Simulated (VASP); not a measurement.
# F2 in VASP: further runs

Runs on F2. Level: LDA. Tasks: single point, relaxation of the atoms.

All numbers are computed with VASP 6.6.1; they aren't measurements. Logs are shortened: lines on timing, memory, paths and dates and some standing lists are left out, and cuts for length are marked.

## 1. The cell of the first run

The cell holds a molecule in a box, 2 atoms: a = 9.000 Å, b = 9.500 Å, c = 10.000 Å, α = 90.00°, β = 90.00°, γ = 90.00°.

## 2. Single point, LDA

File INCAR:

```
SYSTEM = F
ALGO     = Normal         ! electronic algorithm
EDIFF    = 1E-7           ! SCF threshold, eV
ENCUT    = 520            ! plane-wave cutoff, eV
GGA      = CA             ! functional
ISIF     = 2              ! what is computed and relaxed
ISMEAR   = -1             ! smearing method
LASPH    = .TRUE.         ! aspherical terms in the spheres
LCHARG   = .TRUE.         ! write CHGCAR
LELF     = .TRUE.         ! ELF
LREAL    = .FALSE.        ! projectors in reciprocal space
LVHAR    = .TRUE.       
LWAVE    = .FALSE.        ! write WAVECAR
NBANDS   = 14             ! bands
NELM     = 80             ! most SCF steps
PREC     = Accurate       ! precision mode
SIGMA    = 0.02           ! smearing width, eV
```

File KPOINTS:

```
k-points
0
G
  1 1 1
  0 0 0
```

File POSCAR:

```
F
1.0
    9.0000000000      0.0000000000      0.0000000000
    0.0000000000      9.5000000000      0.0000000000
    0.0000000000      0.0000000000     10.0000000000
F
2
Direct
    0.5000000000      0.5000000000      0.4307959310
    0.5000000000      0.5000000000      0.5692040690
```

Potentials or basis: VASP PAW LDA potentials, release 64 (F).

On the command line:

```
> cat potpaw_LDA.64/F/POTCAR > POTCAR
> mpirun -np 1 vasp_gam > vasp.out
```

OUTCAR:

```text
SYSTEM = F
   EDIFF = 1E-7
   ENCUT = 520
   GGA = CA
   ISIF = 2
   ISMEAR = -1
   LASPH = .TRUE.
   LREAL = .FALSE.
   NELM = 80
   PREC = Accurate

 ion  position               nearest neighbor table
   1  0.500  0.500  0.431-   2 1.38
   2  0.500  0.500  0.569-   1 1.38

  LATTYP: Found a simple orthorhombic cell.
 ALAT       =     9.0000000000
 B/A-ratio  =     1.0555555556
 C/A-ratio  =     1.1111111111

  Lattice vectors:

 A1 = (   9.0000000000,   0.0000000000,   0.0000000000)
 A2 = (   0.0000000000,   9.5000000000,   0.0000000000)
 A3 = (   0.0000000000,   0.0000000000,  10.0000000000)

Analysis of symmetry for initial positions (statically):
=====================================================================
 Subroutine PRICEL returns:
 Original cell was already a primitive cell.

 Routine SETGRP: Setting up the symmetry group for a
 simple orthorhombic supercell.

 Subroutine GETGRP returns: Found  8 space group operations
 (whereof  8 operations were pure point group operations)
 out of a pool of  8 trial point group operations.

The static configuration has the point symmetry D_2h.

Analysis of symmetry for dynamics (positions and initial velocities):
=====================================================================
 Subroutine PRICEL returns:
 Original cell was already a primitive cell.

 Routine SETGRP: Setting up the symmetry group for a
 simple orthorhombic supercell.

 Subroutine GETGRP returns: Found  8 space group operations
 (whereof  8 operations were pure point group operations)
 out of a pool of  8 trial point group operations.

The dynamic configuration has the point symmetry D_2h.

 Subroutine INISYM returns: Found  8 space group operations
 (whereof  8 operations are pure point group operations),
 and found     1 'primitive' translations

----------------------------------------------------------------------------------------

                                     Primitive cell

  volume of cell :     855.0000

  direct lattice vectors                    reciprocal lattice vectors
     9.000000000  0.000000000  0.000000000     0.111111111  0.000000000  0.000000000
     0.000000000  9.500000000  0.000000000     0.000000000  0.105263158  0.000000000
     0.000000000  0.000000000 10.000000000     0.000000000  0.000000000  0.100000000

  length of vectors
     9.000000000  9.500000000 10.000000000     0.111111111  0.105263158  0.100000000

[... 56 lines left out ...]
   EDIFF  = 0.1E-06   stopping-criterion for ELM
   LREAL  =      F    real-space projection
   EDIFFG = 0.1E-05   stopping-criterion for IOM
   NSW    =      0    number of steps for IOM
   IBRION =     -1    ionic relax: 0-MD 1-quasi-New 2-CG
   NFREE  =      0    steps in history (QN), initial steepest desc. (CG)
   ISIF   =      2    stress and relaxation
   ISYM   =      2    0-nonsym 1-usesym 2-fastsym
   POTIM  = 0.5000    time-step for ionic-motion
   TEBEG  =    0.0;   TEEND  =   0.0 temperature during run
   PSTRESS=    0.0 pullay stress
   NELECT =      14.0000    total number of electrons
   NUPDOWN=      -1.0000    fix difference up-down
   EMIN   =  10.00;   EMAX   =-10.00  energy-range for DOS
   EFERMI =   0.00;   METHOD = LEGACY
   ISMEAR =    -1;   SIGMA  =   0.02  broadening in eV -4-tet -1-fermi 0-gaus
   EFERMI_NEDOS =   21; number of points for ismear=-14 and -15
   IALGO  =     38    algorithm
   IMIX   =      4    mixing-type and parameters
     AMIX     =   0.40;   BMIX     =  1.00
     AMIX_MAG =   1.60;   BMIX_MAG =  1.00
  volume/ion in A,a.u.               =     427.50      2884.91
  Fermi-wavevector in a.u.,A,eV,Ry     =   0.415715  0.785587  2.351342  0.172819
  Thomas-Fermi vector in A             =   1.374838
   LORBIT       =      0    0 simple, 1 ext, 2 COOP (PROOUT), +10 PAW based schemes
   GGA     = CA    functional components
   LHFCALC =     F    Hartree Fock is set to
   AEXX    =    0.0000 exact exchange contribution
   IVDW    =     0    specifies the selected vdW correction
   LEPSILON=     F    determine dielectric tensor
   LRPA    =     F    only Hartree local field effects (RPA)
 non-spin polarized calculation
  energy-cutoff  :      520.00
  volume of cell :      855.00
 maximum number of plane-waves:     11510
 NGX is ok and might be reduce to    70
   NGX = 33   NGY = 35   NGZ = 37

 number of electron      13.9999997 magnetization

 Free energy of the ion-electron system (eV)
  ---------------------------------------------------
  ext. energy  EPLUGINS =         0.00000000
  ---------------------------------------------------
  free energy    TOTEN  =        -4.09935712 eV

  energy without entropy =       -4.09935712  energy(sigma->0) =       -4.09935712

 E-fermi :  -8.8360     XC(G=0):  -0.5857

 val. band max:       -9.3592656045   @ k =   0.0000   0.0000   0.0000
 cond. band min:      -5.6572988680   @ k =   0.0000   0.0000   0.0000
 fundamental gap:      3.7019667365
 Fermi energy:        -8.8360338489

 k-point     1 :       0.0000    0.0000    0.0000
  band No.  band energies     occupation
      1     -34.2376      2.00000
      2     -27.1260      2.00000
      3     -15.6945      2.00000
      4     -13.0760      2.00000
      5     -13.0760      2.00000
      6      -9.3593      2.00000
      7      -9.3593      2.00000
      8      -5.6573      0.00000
      9      -0.2471      0.00000
     10       1.2676      0.00000
     11       1.2722      0.00000
     12       1.4148      0.00000
     13       1.5606      0.00000
     14       1.5839      0.00000

------------------------ aborting loop because EDIFF is reached ----------------------------------------

  FORCE on cell =-STRESS in cart. coord.  units (eV):
  Direction    XX          YY          ZZ          XY          YZ          ZX
  --------------------------------------------------------------------------------------
  -------------------------------------------------------------------------------------
  Total       -0.1106131     -0.1088839      0.7380862     -0.0000000      0.0000000      0.0000000
  in kB       -0.2072770     -0.2040367      1.3830936     -0.0000000      0.0000000      0.0000000
  external PRESSURE =       0.3239266 kB  Pullay stress =       0.0000000 kB

 VOLUME and BASIS-vectors are now :
 -----------------------------------------------------------------------------
  energy-cutoff  :      520.00
  volume of cell :      855.00
      direct lattice vectors                 reciprocal lattice vectors
     9.000000000  0.000000000  0.000000000     0.111111111  0.000000000  0.000000000
     0.000000000  9.500000000  0.000000000     0.000000000  0.105263158  0.000000000
     0.000000000  0.000000000 10.000000000     0.000000000  0.000000000  0.100000000

 POSITION                                       TOTAL-FORCE (eV/Angst)
 -----------------------------------------------------------------------------------
      4.50000      4.75000      4.30796         0.000000      0.000000     -0.603140
      4.50000      4.75000      5.69204         0.000000      0.000000      0.603140
 -----------------------------------------------------------------------------------
    total drift:                                0.000000      0.000000      0.000000

  FREE ENERGIE OF THE ION-ELECTRON SYSTEM (eV)
  ---------------------------------------------------
  free  energy   TOTEN  =        -4.0993571164 eV

  energy  without entropy=       -4.0993571164  energy(sigma->0) =       -4.09935712
```

stdout:

```text
POSCAR found type information on POSCAR F
 POSCAR found :  1 types and       2 ions
 scaLAPACK will be used
 LDA part: xc-table for (Slater(with rela. corr.)+CA(PZ))
 , standard interpolation
 POSCAR, INCAR and KPOINTS ok, starting setup
 FFT: planning ... GRIDC
 FFT: planning ... GRID_SOFT
 FFT: planning ... GRID
 WAVECAR not read
 entering main loop
```

Run time: 33 s. Hardware: 1 thread of Intel Xeon Platinum 8375C at 2.90GHz (Ice Lake), shared host; peak memory 0.49 GiB.

What came out:

```
Free energy                     : -4.0994 eV
Largest force                   : 0.603 eV/Å
Gap between the frontier levels : 3.70 eV
```

Forces in eV/Å, atoms in the order of the input:
```
F    0.000  0.000 -0.603
F    0.000  0.000  0.603
```

Levels at points of the mesh, in eV from the valence-band top:
```csv
k point,band 5,band 6,band 7,band 8,band 9,band 10
"(0.00, 0.00, 0.00)",-3.72,0.00,0.00,3.70,9.11,10.63
```

## 3. Relaxation of the atoms, LDA

File INCAR:

```
SYSTEM = F
ALGO = Normal ; EDIFF = 1E-6
EDIFFG = -0.01 ; ENCUT = 520
IBRION = 2 ; ISIF = 2
ISMEAR = -1 ; LASPH = .True.
LCHARG = .False. ; LREAL = .False.
LWAVE = .False. ; NELM = 60
NSW = 50 ; PREC = Accurate
SIGMA = 0.02
```

File KPOINTS:

```
k-points
0
Gamma
  1 1 1
  0 0 0
```

File POSCAR:

```
F
1.0
    9.0000000000      0.0000000000      0.0000000000
    0.0000000000      9.5000000000      0.0000000000
    0.0000000000      0.0000000000     10.0000000000
F
2
Direct
    0.5000000000      0.5000000000      0.4290000000
    0.5000000000      0.5000000000      0.5710000000
```

Potentials or basis: VASP PAW LDA potentials, release 64 (F).

On the command line:

```
> cat potpaw_LDA.64/F/POTCAR > POTCAR
> mpirun -np 1 vasp_gam > vasp.out
```

It took 47 s on 1 thread of Intel Xeon Platinum 8375C at 2.90GHz (Ice Lake), shared host; peak memory 0.52 GiB.

The run converged. Its results:

| Property | Result |
| --- | --- |
| Free energy | -4.1037 eV |
| Energy gained by relaxing | 4.3 meV/atom |
| Ionic steps | 3 |
| Largest force after relaxing | 0.005 eV/Å |
| Gap between the frontier levels | 3.51 eV |

Forces on the atoms (eV/Å):
```
F    0.000  0.000 -0.005
F    0.000  0.000  0.005
```

The path:
| step | energy change (eV) | largest force (eV/Å) | pressure (GPa) |
| --- | --- | --- | --- |
| 1 | 0.0000 | 0.7830 | -0.09 |
| 2 | 0.0564 | 2.5305 | 0.19 |
| 3 | -0.0085 | 0.0050 | -0.02 |

Final structure:
```
F
1.0
     9.00000    0.00000    0.00000
     0.00000    9.50000    0.00000
     0.00000    0.00000   10.00000
F
2
Direct
  0.50000 0.50000 0.43007
  0.50000 0.50000 0.56993
```

Levels at points of the mesh, in eV from the valence-band top:
```csv
k point,band 4,band 5,band 6,band 7,band 8,band 9,band 10,band 11
"(0.00, 0.00, 0.00)",-3.57,-3.57,0.00,0.00,3.51,9.18,10.68,10.69
```
